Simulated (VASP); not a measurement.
Si3N4: single point with LDA

Crystal: Si3N4.

```xyz
14
Lattice="0.0000 3.7231 3.7231 3.7231 0.0000 3.7231 3.7231 3.7231 0.0000" Properties=species:S:1:pos:R:3 pbc="T T T"
Si    0.9308    0.9308    0.9308
Si    0.9308    2.7923    2.7923
Si    2.7923    2.7923    0.9308
Si    2.7923    0.9308    2.7923
Si    3.7231    3.7231    3.7231
Si    5.5847    5.5847    5.5847
N     6.5673    6.5673    6.5673
N     2.7405    4.7057    4.7057
N     4.6020    4.6020    6.5673
N     4.7057    2.7405    4.7057
N     6.5673    4.6020    4.6020
N     2.7405    2.7405    2.7405
N     4.6020    6.5673    4.6020
N     4.7057    4.7057    2.7405
```

```
Program             : VASP 6.6.1
Task                : single point
Functional          : LDA
Potentials or basis : VASP PAW LDA potentials, release 64 (Si, N)
Cutoff              : 520 eV
k mesh              : 5 × 5 × 5
Occupations         : gaussian, width 0.01 eV
Spin                : no spin polarisation
```

| Item | Value |
| --- | --- |
| Pressure | 39.0 GPa |
| Largest force | 0.015 eV/Å |
| Band gap on the k mesh | 3.74 eV |

Forces in eV/Å, atoms in the order of the input:
```
Si   0.000  0.000  0.000
Si   0.000  0.000  0.000
Si   0.000  0.000  0.000
Si   0.000  0.000  0.000
Si   0.000  0.000  0.000
Si   0.000  0.000  0.000
N   -0.009 -0.009 -0.009
N    0.009 -0.009 -0.009
N    0.009  0.009 -0.009
N   -0.009  0.009 -0.009
N   -0.009  0.009  0.009
N    0.009  0.009  0.009
N    0.009 -0.009  0.009
N   -0.009 -0.009  0.009
```

Levels at points of the mesh, in eV from the valence-band top:
```csv
k point,band 30,band 31,band 32,band 33,band 34,band 35
"(0.00, 0.00, 0.00)",0.00,0.00,0.00,3.74,3.74,3.74
```

It took 43 s on 1 thread of AMD EPYC 7R13 Processor (Zen 3), with other jobs on the host, peak memory 0.16 GiB.

Caveat: the cell stands under pressure. As with any semilocal functional, this LDA gap is likely too small.
